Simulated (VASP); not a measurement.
# LiBe (P4mm) in VASP: notebook

The runs below take LiBe through single point, with PBEsol.

Program: VASP 6.6.1. These are calculated values, not measurements. Logs are shortened: lines on timing, memory, paths and dates and some standing lists are left out, and cuts for length are marked.

## 1. The cell of the first run

The structure is tetragonal, space group P4mm (No. 99). The conventional cell has a = 2.811 Å, b = 2.811 Å, c = 2.811 Å, α = 90.00°, β = 90.00°, γ = 90.00°. Li (site symmetry 4mm) has 8 Be at 2.41 to 2.46 Å and 6 Li at 2.81 Å within 3.2 Å. Be (site symmetry 4mm) has 8 Li at 2.41 to 2.46 Å and 6 Be at 2.81 Å within 3.2 Å.

## 2. Single point, PBEsol

Contents of INCAR:

```
SYSTEM = LiBe
PREC = Accurate ; ENCUT = 520
EDIFF = 1E-6 ; ISMEAR = 1
SIGMA = 0.1 ; LREAL = .False.
LASPH = .True. ; NELM = 60
ALGO = Normal ; ISIF = 2
LWAVE = .False. ; LCHARG = .False.
GGA = PS ; NBANDS = 10
```

Contents of KPOINTS:

```
Automatic mesh
0
Gamma
  9 9 9
  0 0 0
```

Contents of POSCAR:

```
LiBe
1.0
    2.8111530000      0.0000000000      0.0000000000
    0.0000000000      2.8111530000      0.0000000000
    0.0000000000      0.0000000000      2.8111530000
Li Be
1 1
Direct
   -0.0177862962      0.0000000000      0.0000000000
    0.5000000000      0.5000000000      0.5000000000
```

Potentials or basis: VASP PAW PBE potentials, release 64 (Li_sv, Be).

Started as:

```sh
$ cat potpaw_PBE.64/Li_sv/POTCAR potpaw_PBE.64/Be/POTCAR > POTCAR
$ mpirun -np 1 vasp_std > vasp.out
```

OUTCAR:

```text
SYSTEM = LiBe
   PREC = Accurate
   ENCUT = 520
   EDIFF = 1E-6
   ISMEAR = 1
   LREAL = .False.
   LASPH = .True.
   NELM = 60
   ISIF = 2
   GGA = PS

 ion  position               nearest neighbor table
   1  0.982  0.000  0.000-   2 2.41   2 2.41   2 2.41   2 2.41   2 2.46   2 2.46   2 2.46   2 2.46

   2  0.500  0.500  0.500-   1 2.41   1 2.41   1 2.41   1 2.41   1 2.46   1 2.46   1 2.46   1 2.46

  LATTYP: Found a simple cubic cell.
 ALAT       =     2.8111530000

  Lattice vectors:

 A1 = (   2.8111530000,   0.0000000000,   0.0000000000)
 A2 = (   0.0000000000,   2.8111530000,   0.0000000000)
 A3 = (   0.0000000000,   0.0000000000,   2.8111530000)

Analysis of symmetry for initial positions (statically):
=====================================================================
 Subroutine PRICEL returns:
 Original cell was already a primitive cell.

 Routine SETGRP: Setting up the symmetry group for a
 simple cubic supercell.

 Subroutine GETGRP returns: Found  8 space group operations
 (whereof  8 operations were pure point group operations)
 out of a pool of 48 trial point group operations.

The static configuration has the point symmetry C_4v.

Analysis of symmetry for dynamics (positions and initial velocities):
=====================================================================
 Subroutine PRICEL returns:
 Original cell was already a primitive cell.

 Routine SETGRP: Setting up the symmetry group for a
 simple cubic supercell.

 Subroutine GETGRP returns: Found  8 space group operations
 (whereof  8 operations were pure point group operations)
 out of a pool of 48 trial point group operations.

The dynamic configuration has the point symmetry C_4v.

 Subroutine INISYM returns: Found  8 space group operations
 (whereof  8 operations are pure point group operations),
 and found     1 'primitive' translations

----------------------------------------------------------------------------------------

                                     Primitive cell

  volume of cell :      22.2154

  direct lattice vectors                    reciprocal lattice vectors
     2.811153000  0.000000000  0.000000000     0.355725925  0.000000000  0.000000000
     0.000000000  2.811153000  0.000000000     0.000000000  0.355725925  0.000000000
     0.000000000  0.000000000  2.811153000     0.000000000  0.000000000  0.355725925

  length of vectors
     2.811153000  2.811153000  2.811153000     0.355725925  0.355725925  0.355725925

  position of ions in fractional coordinates (direct lattice)
     0.982213704  0.000000000  0.000000000
     0.500000000  0.500000000  0.500000000

  ion indices of the primitive-cell ions
   primitive index   ion index
                 1           1
                 2           2

----------------------------------------------------------------------------------------

 KPOINTS: Automatic mesh

Automatic generation of k-mesh.
 Grid dimensions read from file:
 generate k-points for:    9    9    9

 Generating k-lattice:

  Cartesian coordinates                     Fractional coordinates (reciprocal lattice)
     0.039525103  0.000000000  0.000000000     0.111111111  0.000000000  0.000000000
     0.000000000  0.039525103  0.000000000     0.000000000  0.111111111  0.000000000
     0.000000000  0.000000000  0.039525103     0.000000000  0.000000000  0.111111111

  Length of vectors
     0.039525103  0.039525103  0.039525103

  Shift w.r.t. Gamma in fractional coordinates (k-lattice)
     0.000000000  0.000000000  0.000000000

 Subroutine IBZKPT returns following result:
 ===========================================

 Found     75 irreducible k-points:

 Following reciprocal coordinates:
            Coordinates               Weight
  0.000000  0.000000  0.000000      1.000000
  0.111111  0.000000  0.000000      2.000000
  0.000000  0.111111  0.000000      4.000000
  0.222222  0.000000  0.000000      2.000000
  0.000000  0.222222  0.000000      4.000000
  0.333333  0.000000  0.000000      2.000000
[... 16 lines left out ...]
  0.333333  0.222222  0.000000      8.000000
  0.000000  0.333333  0.222222      8.000000
 [... further k-points ...]
   k-points           NKPTS =     75   k-points in BZ     NKDIM =     75   number of bands    NBANDS=     10
   number of dos      NEDOS =    301   number of ions     NIONS =      2
   total plane-waves  NPLWV =  13824
   dimension x,y,z NGX =    24 NGY =   24 NGZ =   24
   dimension x,y,z NGXF=    48 NGYF=   48 NGZF=   48
   ions per type =               1   1
   NGX,Y,Z   is equivalent  to a cutoff of  14.19, 14.19, 14.19 a.u.
   NGXF,Y,Z  is equivalent  to a cutoff of  28.39, 28.39, 28.39 a.u.
 SYSTEM =  LiBe
   PREC   = accura    normal or accurate (medium, high low for compatibility)
   ISTART =      0    job   : 0-new  1-cont  2-samecut
   ICHARG =      2    charge: 1-file 2-atom 10-const
   ISPIN  =      1    spin polarized calculation?
   LNONCOLLINEAR =      F non collinear calculations
   LSORBIT =      F    spin-orbit coupling
   LASPH  =      T    aspherical Exc in radial PAW
   ENCUT  =  520.0 eV  38.22 Ry    6.18 a.u.   5.23  5.23  5.23*2*pi/ulx,y,z
   NELM   =     60;   NELMIN=  2; NELMDL= -5     # of ELM steps
   EDIFF  = 0.1E-05   stopping-criterion for ELM
   LREAL  =      F    real-space projection
   EDIFFG = 0.1E-04   stopping-criterion for IOM
   NSW    =      0    number of steps for IOM
   IBRION =     -1    ionic relax: 0-MD 1-quasi-New 2-CG
   NFREE  =      0    steps in history (QN), initial steepest desc. (CG)
   ISIF   =      2    stress and relaxation
   ISYM   =      2    0-nonsym 1-usesym 2-fastsym
   POTIM  = 0.5000    time-step for ionic-motion
   TEBEG  =    0.0;   TEEND  =   0.0 temperature during run
   PSTRESS=    0.0 pullay stress
   NELECT =       5.0000    total number of electrons
   NUPDOWN=      -1.0000    fix difference up-down
   EMIN   =  10.00;   EMAX   =-10.00  energy-range for DOS
   EFERMI =   0.00;   METHOD = LEGACY
   ISMEAR =     1;   SIGMA  =   0.10  broadening in eV -4-tet -1-fermi 0-gaus
   EFERMI_NEDOS =   21; number of points for ismear=-14 and -15
   IALGO  =     38    algorithm
   IMIX   =      4    mixing-type and parameters
     AMIX     =   0.40;   BMIX     =  1.00
     AMIX_MAG =   1.60;   BMIX_MAG =  1.00
  volume/ion in A,a.u.               =      11.11        74.96
  Fermi-wavevector in a.u.,A,eV,Ry     =   0.995819  1.881825 13.492288  0.991655
  Thomas-Fermi vector in A             =   2.127865
   LORBIT       =      0    0 simple, 1 ext, 2 COOP (PROOUT), +10 PAW based schemes
   GGA     = PS    functional components
   LHFCALC =     F    Hartree Fock is set to
   AEXX    =    0.0000 exact exchange contribution
   IVDW    =     0    specifies the selected vdW correction
   LEPSILON=     F    determine dielectric tensor
   LRPA    =     F    only Hartree local field effects (RPA)
 non-spin polarized calculation
 Methfessel and Paxton  Order N= 1 SIGMA  =   0.10
  energy-cutoff  :      520.00
  volume of cell :       22.22
 maximum number of plane-waves:       619
 NGX is ok and might be reduce to    24
   NGX = 11   NGY = 11   NGZ = 11

 number of electron       5.0000005 magnetization

 Free energy of the ion-electron system (eV)
  ---------------------------------------------------
  ext. energy  EPLUGINS =         0.00000000
  ---------------------------------------------------
  free energy    TOTEN  =        -5.18536642 eV

  energy without entropy =       -5.18471130  energy(sigma->0) =       -5.18514805

 E-fermi :   2.9505     XC(G=0):  -9.1529

 val. band max:        2.9423884013   @ k =   0.3333   0.1111   0.1111
 cond. band min:       2.9730862523   @ k =   0.3333   0.4444   0.4444
 fundamental gap:      0.0306978509
 Fermi energy:         2.9505474414

 k-point     1 :       0.0000    0.0000    0.0000
  band No.  band energies     occupation
      1     -41.1359      2.00000
      2      -3.5962      2.00000
      3       9.0658      0.00000
      4       9.0658      0.00000
      5       9.0774      0.00000
      6      13.5876      0.00000
      7      13.5997      0.00000
      8      21.4449      0.00000
      9      22.5542      0.00000
     10      22.5585      0.00000

 k-point     2 :       0.1111    0.0000    0.0000
  band No.  band energies     occupation
      1     -41.1334      2.00000
      2      -3.4384      2.00000
      3       7.4403      0.00000
      4       9.2673      0.00000
      5       9.2673      0.00000
      6      13.8320      0.00000
      7      15.5142      0.00000
      8      21.3965      0.00000
      9      21.7614      0.00000
     10      21.7614      0.00000

 k-point     3 :       0.0000    0.1111    0.0000
  band No.  band energies     occupation
      1     -41.1334      2.00000
      2      -3.4385      2.00000
      3       7.4337      0.00000
      4       9.2676      0.00000
      5       9.2789      0.00000
      6      13.8228      0.00000
      7      15.5152      0.00000
      8      21.2762      0.00000
      9      21.7590      0.00000
     10      22.1197      0.00000

 k-point     4 :       0.2222    0.0000    0.0000
  band No.  band energies     occupation
      1     -41.1270      2.00000
      2      -2.9647      2.00000
      3       4.9554      0.00000
      4       9.8569      0.00000
      5       9.8569      0.00000
      6      14.5273      0.00000
      7      18.2848      0.00000
      8      19.8294      0.00000
      9      19.8294      0.00000
     10      21.5321      0.00000
[... 222 lines left out ...]
 k-point    22 :       0.0000    0.2222    0.2222
  band No.  band energies     occupation
      1     -41.1187      2.00000
      2      -2.3259      2.00000
      3       4.5707     -0.00000
      4       7.1976      0.00000
      5      10.6286      0.00000
      6      15.7030      0.00000
      7      17.8468      0.00000
      8      19.4056      0.00000
      9      20.0712      0.00000
     10      21.9129      0.00000

 k-point    23 :       0.3333    0.2222    0.0000
  band No.  band energies     occupation
      1     -41.1119      2.00000
      2      -1.5342      2.00000
      3       3.0200      0.08385
      4       7.4327      0.00000
      5      11.4760      0.00000
      6      13.6581      0.00000
      7      18.1157      0.00000
      8      18.5482      0.00000
      9      19.9387      0.00000
     10      21.9274      0.00000

 k-point    24 :       0.0000    0.3333    0.2222
  band No.  band energies     occupation
      1     -41.1118      2.00000
      2      -1.5351      2.00000
      3       3.0172      0.10510
      4       7.4359      0.00000
      5      11.4822      0.00000
      6      13.6647      0.00000
      7      17.9563      0.00000
      8      18.7109      0.00000
      9      19.9466      0.00000
     10      21.9151      0.00000

 [... further k-points ...]
[... 5 lines left out ...]
  --------------------------------------------------------------------------------------
  -------------------------------------------------------------------------------------
  Total       -0.0359449     -0.0156426     -0.0156426      0.0000000      0.0000000     -0.0000000
  in kB       -2.5923519     -1.1281455     -1.1281455      0.0000000      0.0000000     -0.0000000
  external PRESSURE =      -1.6162143 kB  Pullay stress =       0.0000000 kB

 VOLUME and BASIS-vectors are now :
 -----------------------------------------------------------------------------
  energy-cutoff  :      520.00
  volume of cell :       22.22
      direct lattice vectors                 reciprocal lattice vectors
     2.811153000  0.000000000  0.000000000     0.355725925  0.000000000  0.000000000
     0.000000000  2.811153000  0.000000000     0.000000000  0.355725925  0.000000000
     0.000000000  0.000000000  2.811153000     0.000000000  0.000000000  0.355725925

 POSITION                                       TOTAL-FORCE (eV/Angst)
 -----------------------------------------------------------------------------------
      2.76115      0.00000      0.00000         0.222057      0.000000     -0.000000
      1.40558      1.40558      1.40558        -0.222057     -0.000000      0.000000
 -----------------------------------------------------------------------------------
    total drift:                               -0.000151      0.000000     -0.000003

  FREE ENERGIE OF THE ION-ELECTRON SYSTEM (eV)
  ---------------------------------------------------
  free  energy   TOTEN  =        -5.1853664222 eV

  energy  without entropy=       -5.1847113017  energy(sigma->0) =       -5.18514805
```

Wall time 7.6 s (1 thread of AMD EPYC 9R14 (Zen 4), shared host); peak memory 0.11 GiB.

What came out:

```
Free energy   : -5.1854 eV
Largest force : 0.222 eV/Å
```

Forces on the atoms (eV/Å):
```
Li   0.222  0.000  0.000
Be  -0.222  0.000  0.000
```

Levels at points of the mesh, in eV from the Fermi level:
```csv
k point,band 1,band 2,band 3,band 4,band 5,band 6,band 7
"(0.00, 0.00, 0.00)",-44.09,-6.55,6.12,6.12,6.13,10.64,10.65
```

Caveat: the cutoff is under 1.25 times the usual one of these potentials, so pressure, stress and relaxed cells hold a basis-set (Pulay) error; the PAW data sets were made with another functional, which shifts forces and pressure a little.

## 3. Single point, PBEsol

Contents of INCAR:

```
PREC = Accurate
ENCUT = 520
EDIFF = 1E-6
ISMEAR = 1
SIGMA = 0.1
LREAL = F
LASPH = T
NELM = 80
ALGO = Normal
ISIF = 2
LWAVE = F
LCHARG = F
GGA = PS
NBANDS = 10
```

Contents of KPOINTS:

```
regular mesh
0
Gamma
  9 9 9
```

Changes to POSCAR since step 2:

```diff
@@ -8,3 +8,3 @@
 Direct
-   -0.0177862962      0.0000000000      0.0000000000
+    0.0177862962      0.0000000000      0.0000000000
     0.5000000000      0.5000000000      0.5000000000
```

Potentials or basis: VASP PAW PBE potentials, release 64 (Li_sv, Be).

Started as:

```sh
$ cat potpaw_PBE.64/Li_sv/POTCAR potpaw_PBE.64/Be/POTCAR > POTCAR
$ mpirun -np 1 vasp_std > vasp.out
```

Wall time 7.6 s (1 thread of AMD EPYC 9R14 (Zen 4), shared host); peak memory 0.11 GiB.

The run converged. Its results:

- Free energy: -5.1854 eV
- Largest force: 0.222 eV/Å

Forces in eV/Å, atoms in the order of the input:
```
Li  -0.222  0.000  0.000
Be   0.222  0.000  0.000
```

Levels at points of the mesh, in eV from the Fermi level:
```csv
k point,band 1,band 2,band 3,band 4,band 5,band 6,band 7
"(0.00, 0.00, 0.00)",-44.09,-6.55,6.12,6.12,6.13,10.64,10.65
```

Caveat: the cutoff is under 1.25 times the usual one of these potentials, so pressure, stress and relaxed cells hold a basis-set (Pulay) error; the PAW data sets were made with another functional, which shifts forces and pressure a little.

(Part 1 of 2 ends here.)
